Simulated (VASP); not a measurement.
# As (R-3m) in VASP: further runs

The runs below take As through single point, with PBE.

Everything below comes from runs of VASP 6.6.1. Logs are shortened: lines on timing, memory, paths and dates and some standing lists are left out, and cuts for length are marked.

## (1) The cell of the first run

Symmetry: R-3m, No. 166, trigonal system. Conventional cell: a = 3.762 Å, b = 3.762 Å, c = 10.542 Å, α = 90.00°, β = 90.00°, γ = 120.00°. As (site symmetry 3m) has 6 As at 2.51 to 3.14 Å within 3.3 Å.

## (2) Single point, PBE

INCAR reads:

```
SYSTEM = As
ALGO = Normal
EDIFF = 1E-6
ENCUT = 500
GGA = PE
GGA_COMPAT = .False.
ISIF = 2
ISMEAR = 1
LASPH = .True.
LCHARG = .True.
LELF = .True.
LREAL = .False.
LVHAR = .True.
LWAVE = .False.
NBANDS = 12
NELM = 120
PREC = Accurate
SIGMA = 0.05
```

KPOINTS reads:

```
k-points
0
Gamma
  3 3 3
  0 0 0
```

POSCAR reads:

```
As
1.0
    4.1310000000      0.0000000000      0.0000000000
    2.4183895066      3.3491122995      0.0000000000
    2.4183895066      1.2366737439      3.1124252996
As
2
Direct
    0.7740000000      0.7740000000      0.7740000000
    0.2260000000      0.2260000000      0.2260000000
```

Potentials or basis: VASP PAW PBE potentials, release 64 (As).

Run with:

```console
$ cat potpaw_PBE.64/As/POTCAR > POTCAR
$ mpirun -np 1 vasp_std > vasp.out
```

OUTCAR:

```text
SYSTEM = As
   EDIFF = 1E-6
   ENCUT = 500
   GGA = PE
   ISIF = 2
   ISMEAR = 1
   LASPH = .True.
   LREAL = .False.
   NELM = 120
   PREC = Accurate

 ion  position               nearest neighbor table
   1  0.774  0.774  0.774-   2 2.51   2 2.51   2 2.51
   2  0.226  0.226  0.226-   1 2.51   1 2.51   1 2.51

  LATTYP: Found a trigonal (rhomboedric) cell.
 ALAT       =     4.1310000000
 COS(alpha) =     0.5854247172

  Lattice vectors:

 A1 = (   4.1310000000,   0.0000000000,   0.0000000000)
 A2 = (   2.4183895066,   3.3491122995,   0.0000000000)
 A3 = (   2.4183895066,   1.2366737439,   3.1124252996)

Analysis of symmetry for initial positions (statically):
=====================================================================
 Subroutine PRICEL returns:
 Original cell was already a primitive cell.

 Routine SETGRP: Setting up the symmetry group for a
 trigonal (rhombohedral) supercell.

 Subroutine GETGRP returns: Found 12 space group operations
 (whereof 12 operations were pure point group operations)
 out of a pool of 12 trial point group operations.

The static configuration has the point symmetry D_3d.

Analysis of symmetry for dynamics (positions and initial velocities):
=====================================================================
 Subroutine PRICEL returns:
 Original cell was already a primitive cell.

 Routine SETGRP: Setting up the symmetry group for a
 trigonal (rhombohedral) supercell.

 Subroutine GETGRP returns: Found 12 space group operations
 (whereof 12 operations were pure point group operations)
 out of a pool of 12 trial point group operations.

The dynamic configuration has the point symmetry D_3d.

 Subroutine INISYM returns: Found 12 space group operations
 (whereof 12 operations are pure point group operations),
 and found     1 'primitive' translations

----------------------------------------------------------------------------------------

                                     Primitive cell

  volume of cell :      43.0610

  direct lattice vectors                    reciprocal lattice vectors
     4.131000000  0.000000000  0.000000000     0.242072137 -0.174799966 -0.118638731
     2.418389507  3.349112299  0.000000000     0.000000000  0.298586584 -0.118638731
     2.418389507  1.236673744  3.112425300     0.000000000  0.000000000  0.321292852

  length of vectors
     4.131000000  4.131000000  4.131000000     0.321292852  0.321292852  0.321292852

  position of ions in fractional coordinates (direct lattice)
     0.774000000  0.774000000  0.774000000
     0.226000000  0.226000000  0.226000000

  ion indices of the primitive-cell ions
   primitive index   ion index
                 1           1
                 2           2

----------------------------------------------------------------------------------------

 KPOINTS: k-points

Automatic generation of k-mesh.
 Grid dimensions read from file:
 generate k-points for:    3    3    3

 Generating k-lattice:

  Cartesian coordinates                     Fractional coordinates (reciprocal lattice)
     0.080690712 -0.058266655 -0.039546244     0.333333333 -0.000000000 -0.000000000
     0.000000000  0.099528861 -0.039546244     0.000000000  0.333333333  0.000000000
     0.000000000  0.000000000  0.107097617     0.000000000  0.000000000  0.333333333

  Length of vectors
     0.107097617  0.107097617  0.107097617

  Shift w.r.t. Gamma in fractional coordinates (k-lattice)
     0.000000000  0.000000000  0.000000000

 Subroutine IBZKPT returns following result:
 ===========================================

 Found      6 irreducible k-points:

 Following reciprocal coordinates:
            Coordinates               Weight
  0.000000  0.000000  0.000000      1.000000
  0.333333 -0.000000 -0.000000      6.000000
  0.333333  0.333333  0.000000      6.000000
 -0.333333  0.333333  0.000000      6.000000
  0.333333  0.333333  0.333333      2.000000
 -0.333333  0.333333  0.333333      6.000000
   k-points           NKPTS =      6   k-points in BZ     NKDIM =      6   number of bands    NBANDS=     12
   number of dos      NEDOS =    301   number of ions     NIONS =      2
   total plane-waves  NPLWV =  27000
   dimension x,y,z NGX =    30 NGY =   30 NGZ =   30
   dimension x,y,z NGXF=    60 NGYF=   60 NGZF=   60
   ions per type =               2
   NGX,Y,Z   is equivalent  to a cutoff of  12.07, 12.07, 12.07 a.u.
   NGXF,Y,Z  is equivalent  to a cutoff of  24.15, 24.15, 24.15 a.u.
 SYSTEM =  As
   PREC   = accura    normal or accurate (medium, high low for compatibility)
   ISTART =      0    job   : 0-new  1-cont  2-samecut
   ICHARG =      2    charge: 1-file 2-atom 10-const
   ISPIN  =      1    spin polarized calculation?
   LNONCOLLINEAR =      F non collinear calculations
   LSORBIT =      F    spin-orbit coupling
   LASPH  =      T    aspherical Exc in radial PAW
   ENCUT  =  500.0 eV  36.75 Ry    6.06 a.u.   7.53  7.53  7.53*2*pi/ulx,y,z
   NELM   =    120;   NELMIN=  2; NELMDL= -5     # of ELM steps
   EDIFF  = 0.1E-05   stopping-criterion for ELM
   LREAL  =      F    real-space projection
   EDIFFG = 0.1E-04   stopping-criterion for IOM
   NSW    =      0    number of steps for IOM
   IBRION =     -1    ionic relax: 0-MD 1-quasi-New 2-CG
   NFREE  =      0    steps in history (QN), initial steepest desc. (CG)
   ISIF   =      2    stress and relaxation
   ISYM   =      2    0-nonsym 1-usesym 2-fastsym
   POTIM  = 0.5000    time-step for ionic-motion
   TEBEG  =    0.0;   TEEND  =   0.0 temperature during run
   PSTRESS=    0.0 pullay stress
   NELECT =      10.0000    total number of electrons
   NUPDOWN=      -1.0000    fix difference up-down
   EMIN   =  10.00;   EMAX   =-10.00  energy-range for DOS
   EFERMI =   0.00;   METHOD = LEGACY
   ISMEAR =     1;   SIGMA  =   0.05  broadening in eV -4-tet -1-fermi 0-gaus
   EFERMI_NEDOS =   21; number of points for ismear=-14 and -15
   IALGO  =     38    algorithm
   IMIX   =      4    mixing-type and parameters
     AMIX     =   0.40;   BMIX     =  1.00
     AMIX_MAG =   1.60;   BMIX_MAG =  1.00
  volume/ion in A,a.u.               =      21.53       145.29
  Fermi-wavevector in a.u.,A,eV,Ry     =   1.006268  1.901570 13.776916  1.012575
  Thomas-Fermi vector in A             =   2.138999
   LORBIT       =      0    0 simple, 1 ext, 2 COOP (PROOUT), +10 PAW based schemes
   GGA     = PE    functional components
   LHFCALC =     F    Hartree Fock is set to
   AEXX    =    0.0000 exact exchange contribution
   IVDW    =     0    specifies the selected vdW correction
   LEPSILON=     F    determine dielectric tensor
   LRPA    =     F    only Hartree local field effects (RPA)
 non-spin polarized calculation
 Methfessel and Paxton  Order N= 1 SIGMA  =   0.05
  energy-cutoff  :      500.00
  volume of cell :       43.06
 maximum number of plane-waves:      1111
 NGX is ok and might be reduce to    30
   NGX = 15   NGY = 15   NGZ = 15

 number of electron      10.0000000 magnetization

 Free energy of the ion-electron system (eV)
  ---------------------------------------------------
  ext. energy  EPLUGINS =         0.00000000
  ---------------------------------------------------
  free energy    TOTEN  =        -9.44895766 eV

  energy without entropy =       -9.44917240  energy(sigma->0) =       -9.44902924

 E-fermi :   4.7784     XC(G=0):  -9.9668

 val. band max:        4.7363030519   @ k =   0.3333   0.3333   0.3333
 cond. band min:       6.0634796040   @ k =   0.3333  -0.0000  -0.0000
 fundamental gap:      1.3271765522
 Fermi energy:         4.7783971628

 k-point     1 :       0.0000    0.0000    0.0000
  band No.  band energies     occupation
      1      -9.5694      2.00000
      2      -0.3409      2.00000
      3       2.9596      2.00000
      4       3.4623      2.00000
      5       3.4623      2.00000
      6       7.1492      0.00000
      7       8.3963      0.00000
      8       8.3963      0.00000
      9      12.3271      0.00000
     10      12.3271      0.00000
     11      12.7876      0.00000
     12      14.2117      0.00000

 k-point     2 :       0.3333   -0.0000   -0.0000
  band No.  band energies     occupation
      1      -8.1171      2.00000
      2      -3.8330      2.00000
      3       2.6177      2.00000
      4       2.8060      2.00000
      5       4.3372      2.00000
      6       6.0635      0.00000
      7       6.7005      0.00000
      8       7.2378      0.00000
      9      12.2486      0.00000
     10      13.3761      0.00000
     11      14.4296      0.00000
     12      17.7208      0.00000

 k-point     3 :       0.3333    0.3333    0.0000
  band No.  band energies     occupation
      1      -7.8908      2.00000
      2      -3.2023      2.00000
      3       0.4383      2.00000
      4       1.7478      2.00000
      5       2.1947      2.00000
      6       7.2633      0.00000
      7       9.8178      0.00000
      8      10.2839      0.00000
      9      11.7185      0.00000
     10      14.9871      0.00000
     11      15.3615      0.00000
     12      16.9622      0.00000

 k-point     4 :      -0.3333    0.3333    0.0000
  band No.  band energies     occupation
      1      -5.8943      2.00000
      2      -5.7342      2.00000
      3      -0.5076      2.00000
      4       2.2149      2.00000
      5       2.2494      2.00000
      6       8.0470      0.00000
      7       8.1684      0.00000
      8      11.3749      0.00000
      9      12.0068      0.00000
     10      13.3617      0.00000
     11      15.5461      0.00000
     12      18.0071      0.00000

 k-point     5 :       0.3333    0.3333    0.3333
  band No.  band energies     occupation
      1      -8.7187      2.00000
      2      -3.6187      2.00000
      3       3.6240      2.00000
      4       3.6240      2.00000
      5       4.7363      2.00000
      6       6.7185      0.00000
      7       6.7185      0.00000
      8       7.3368      0.00000
      9      12.4285      0.00000
     10      14.1362      0.00000
     11      14.1362      0.00000
     12      18.0452      0.00000

 k-point     6 :      -0.3333    0.3333    0.3333
  band No.  band energies     occupation
      1      -7.1610      2.00000
      2      -4.5231      2.00000
      3      -0.5222      2.00000
      4       2.1457      2.00000
      5       3.2891      2.00000
      6       7.8383      0.00000
      7       8.4015      0.00000
      8      11.4190      0.00000
      9      12.0151      0.00000
     10      13.9136      0.00000
     11      15.3131      0.00000
     12      17.9868      0.00000

------------------------ aborting loop because EDIFF is reached ----------------------------------------

  FORCE on cell =-STRESS in cart. coord.  units (eV):
  Direction    XX          YY          ZZ          XY          YZ          ZX
  --------------------------------------------------------------------------------------
  -------------------------------------------------------------------------------------
  Total        0.4749701      1.5163360      1.7152096     -0.7210690     -0.2502597     -0.4893978
  in kB       17.6722972     56.4185855     63.8181099    -26.8289434     -9.3114563    -18.2091100
  external PRESSURE =      45.9696642 kB  Pullay stress =       0.0000000 kB

 VOLUME and BASIS-vectors are now :
 -----------------------------------------------------------------------------
  energy-cutoff  :      500.00
  volume of cell :       43.06
      direct lattice vectors                 reciprocal lattice vectors
     4.131000000  0.000000000  0.000000000     0.242072137 -0.174799966 -0.118638731
     2.418389507  3.349112299  0.000000000     0.000000000  0.298586584 -0.118638731
     2.418389507  1.236673744  3.112425300     0.000000000  0.000000000  0.321292852

 POSITION                                       TOTAL-FORCE (eV/Angst)
 -----------------------------------------------------------------------------------
      6.94106      3.54940      2.40902        -0.108419     -0.055441     -0.037629
      2.02672      1.03639      0.70341         0.108419      0.055441      0.037629
 -----------------------------------------------------------------------------------
    total drift:                                0.000000      0.000000      0.000000

  FREE ENERGIE OF THE ION-ELECTRON SYSTEM (eV)
  ---------------------------------------------------
  free  energy   TOTEN  =        -9.4489576587 eV

  energy  without entropy=       -9.4491723960  energy(sigma->0) =       -9.44902924
```

It took 11 s on 1 thread of Intel Xeon 8259CL, shared host; peak memory 0.16 GiB.

Results:

```
Free energy            : -9.4490 eV
Pressure               : 4.6 GPa
Largest force          : 0.127 eV/Å
Band gap on the k mesh : 1.33 eV, indirect (least direct gap 1.73 eV)
```

Forces in eV/Å, atoms in the order of the input:
```
As  -0.108 -0.055 -0.038
As   0.108  0.055  0.038
```

Levels at points of the mesh, in eV from the valence-band top:
| k point | band 1 | band 2 | band 3 | band 4 | band 5 | band 6 | band 7 | band 8 | band 9 | band 10 |
| --- | --- | --- | --- | --- | --- | --- | --- | --- | --- | --- |
| (0.00, 0.00, 0.00) | -14.31 | -5.08 | -1.78 | -1.27 | -1.27 | 2.41 | 3.66 | 3.66 | 7.59 | 7.59 |

Caveat: the k points lie up to 0.67 Å⁻¹ apart. A k mesh can miss the band edges.

## (3) Single point, PBE

INCAR reads:

```
PREC = Accurate
ENCUT = 500
EDIFF = 1E-6
ISMEAR = 1
SIGMA = 0.05
LREAL = F
LASPH = T
NELM = 120
ALGO = Normal
ISIF = 2
LWAVE = F
LCHARG = F
GGA = PE
NBANDS = 12
GGA_COMPAT = F
```

KPOINTS reads:

```
Automatic mesh
0
Gamma
  6 6 6
```

POSCAR is that of step 2.

Potentials or basis: VASP PAW PBE potentials, release 64 (As).

Run with:

```console
$ cat potpaw_PBE.64/As/POTCAR > POTCAR
$ mpirun -np 1 vasp_std > vasp.out
```

It took 25 s on 1 thread of Intel Xeon 8259CL, shared host; peak memory 0.16 GiB.

Results (log left out):

```
Free energy            : -9.3540 eV
Pressure               : 3.9 GPa
Largest force          : 0.386 eV/Å
Band gap on the k mesh : zero (band 5 reaches 5.48 eV, above the bottom of band 6 at 5.15 eV)
```

Forces in eV/Å, atoms in the order of the input:
```
As  -0.328 -0.168 -0.114
As   0.328  0.168  0.114
```

Stress tensor (GPa, compression positive):
```
 3.36 -0.52 -0.36
-0.52  4.12 -0.18
-0.36 -0.18  4.26
```

Levels at points of the mesh, in eV from the Fermi level:
```
           k point  band 3  band 4  band 5  band 6  band 7  band 8
(0.00, 0.00, 0.00)   -2.50   -2.06   -2.06    1.58    2.88    2.88
(0.50, 0.00, 0.00)   -2.90   -2.83   -0.39   -0.33    0.37    1.40
(0.50, 0.50, 0.00)   -5.98   -4.22   -4.16    1.41    5.46    6.90
(0.50, 0.50, 0.50)   -1.81   -1.81   -0.65    0.77    0.77    1.85
```

## (4) Single point, PBE

INCAR reads:

```
SYSTEM = As
PREC = Accurate
ENCUT = 500
EDIFF = 1E-6
ISMEAR = 1
SIGMA = 0.05
LREAL = .False.
LASPH = .True.
NELM = 120
ALGO = Normal
ISIF = 2
LWAVE = .False.
LCHARG = .False.
GGA = PE
NBANDS = 12
GGA_COMPAT = .False.
```

KPOINTS reads:

```
regular mesh
0
Gamma
  7 7 7
  0 0 0
```

POSCAR is that of step 3.

Run with:

```console
$ cat potpaw_PBE.64/As/POTCAR > POTCAR
$ mpirun -np 1 vasp_std > vasp.out
```

Wall time 36 s (1 thread of Intel Xeon 8259CL, shared host); peak memory 0.17 GiB.

It converged, with:

| Item | Value |
| --- | --- |
| Free energy | -9.3362 eV |
| Pressure | 3.9 GPa |
| Largest force | 0.450 eV/Å |
| Band gap on the k mesh | zero (band 5 reaches 5.49 eV, above the bottom of band 6 at 5.47 eV) |

Forces in eV/Å, atoms in the order of the input:
```
As  -0.383 -0.196 -0.133
As   0.383  0.196  0.133
```

Stress tensor (GPa, compression positive):
```
 3.61 -0.32 -0.22
-0.32  4.07 -0.11
-0.22 -0.11  4.16
```

Levels at points of the mesh, in eV from the Fermi level:
```
           k point  band 3  band 4  band 5  band 6  band 7  band 8
(0.00, 0.00, 0.00)   -2.50   -2.06   -2.06    1.57    2.88    2.88
```

(Continued in part 2 of 2.)
